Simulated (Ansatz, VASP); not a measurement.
## One calculation of SrCl2, two programs

```
Sr Cl
1.0
     0.00000    3.60091    3.60091
     3.60091    0.00000    3.60091
     3.60091    3.60091    0.00000
Sr Cl
1 2
Direct
  0.00000 0.00000 0.00000
  0.25000 0.25000 0.25000
  0.75000 0.75000 0.75000
```

Alike in both runs: task single point; functional PBE; k mesh 8 × 8 × 8; occupations gaussian, width 0.05 eV; no spin polarisation.

|  | VASP | Ansatz |
| --- | --- | --- |
| version | VASP 6.6.1 | Ansatz 0.2.0 |
| potentials or method | VASP PAW PBE potentials, release 64 (Sr_sv, Cl), cutoff 520 eV | scalar-relativistic, plane waves, PAW |
| valence electrons in the cell | 24 | 24 |

VASP gave:

```
gap on the k mesh at the Fermi level (eV) : 4.98
least direct gap on the mesh (eV)         : 5.28
pressure (GPa)                            : -1.9
```

**Question.** Estimate Ansatz's values.

**Answer.** gap on the k mesh at the Fermi level (eV): 4.98; least direct gap on the mesh (eV): 5.28; pressure (GPa): -2.0.

With one functional, cell and mesh, what is left measures potentials, basis and numerics.
